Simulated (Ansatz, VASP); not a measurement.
**One calculation of ZrC, two programs**

```xyz
4
Lattice="3.8310 0.0000 0.0000 0.0000 3.8310 0.0000 0.0000 0.0000 5.4179" Properties=species:S:1:pos:R:3 pbc="T T T"
Zr    1.9155    1.9155    1.3545
Zr    1.9155    1.9155    4.0634
C     0.0000    1.9155    0.0000
C     1.9155    0.0000    2.7089
```

Change from the starting cell: ordered vacancies on the cation sites of antifluorite (P4_2/mmc, No. 131).

Alike in both runs: task relaxation of cell and atoms; functional PBE; k mesh 4 × 4 × 4; occupations gaussian, width 0.1 eV; no spin polarisation.

|  | VASP | Ansatz |
| --- | --- | --- |
| version | VASP 6.6.1 | Ansatz 0.2.0 |
| potentials or method | VASP PAW PBE potentials, release 64 (Zr_sv, C), cutoff 600 eV | scalar-relativistic, plane waves, PAW |
| valence electrons in the cell | 32 | 32 |

```csv
,VASP,Ansatz,Ansatz less VASP
"gap on the k mesh at the Fermi level, each at its own relaxed structure (eV)",none,none,-
relaxed volume (Å³/atom),16.65,16.68,+0.033
relaxed cell length with the largest relative difference (Å),3.269,3.274,+0.0055
```

A gap of «none» marks a metal or a gap that the smearing closes.

The k mesh is coarse, so the values compare programs but aren't converged. Noted on VASP's run: the volume moved by over 15 % at a fixed basis, so the end points are rough.
